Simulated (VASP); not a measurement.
Write the native input for VASP 6.6.1 that does the following.

| Quantity | Value |
| --- | --- |
| Task | single point |
| Functional | r2SCAN |
| Potentials or basis | VASP PAW PBE potentials, release 64 (Y_sv) |
| Cutoff | 520 eV |
| k mesh | 10 × 10 × 6 |
| Occupations | fermi-dirac, width 0.3 eV |
| Spin | no spin polarisation |
| Dipole correction | no |
| Further INCAR settings | ALGO = Normal; EDIFF = 1e-06; NBANDS = 18 |

The system is Y.

```
Y
1.0
     3.68085    0.00000    0.00000
    -1.84042    3.18771    0.00000
     0.00000    0.00000    5.72065
Y
2
Direct
  0.33333 0.66667 0.25000
  0.66667 0.33333 0.75000
```

The input as run:

POSCAR

```
Y
1.0
    3.6808463851      0.0000000000      0.0000000000
   -1.8404231926      3.1877064770      0.0000000000
    0.0000000000      0.0000000000      5.7206466204
Y
2
Direct
    0.3333333333      0.6666666667      0.2500000000
    0.6666666667      0.3333333333      0.7500000000
```

INCAR.step1

```
PREC = Accurate ; ENCUT = 520
ISMEAR = -1 ; SIGMA = 0.3
LREAL = F ; LASPH = T
NELM = 100 ; NBANDS = 18
GGA = PE ; ALGO = Normal
EDIFF = 1E-4 ; LWAVE = T
LCHARG = F
```

INCAR.step2

```
PREC = Accurate ; ENCUT = 520
EDIFF = 1E-6 ; ISMEAR = -1
SIGMA = 0.3 ; LREAL = F
LASPH = T ; NELM = 100
ALGO = Normal ; ISIF = 2
LWAVE = F ; LCHARG = F
METAGGA = R2SCAN ; LMIXTAU = T
NBANDS = 18 ; ISTART = 1
```

KPOINTS

```
Automatic mesh
0
Gamma
  10 10 6
```

Potentials or basis: VASP PAW PBE potentials, release 64 (Y_sv).

Command:

```sh
$ cat potpaw_PBE.64/Y_sv/POTCAR > POTCAR
$ cp INCAR.step1 INCAR
$ mpirun -np 1 vasp_std > vasp.out
$ cp INCAR.step2 INCAR
$ mpirun -np 1 vasp_std > vasp.out
```

It gave:

```json
{
  "Pressure": "0.4 GPa",
  "Band gap on the k mesh": "zero (band 11 reaches 4.03 eV, above the bottom of band 12 at 2.38 eV)"
}
```

Caveat: the PAW data sets were made with another functional, which shifts forces and pressure a little.

Run time: 2.9 min on 1 thread of AMD EPYC 9R45 96-Core Processor (Zen 5), on a shared host, peak memory 0.21 GiB.
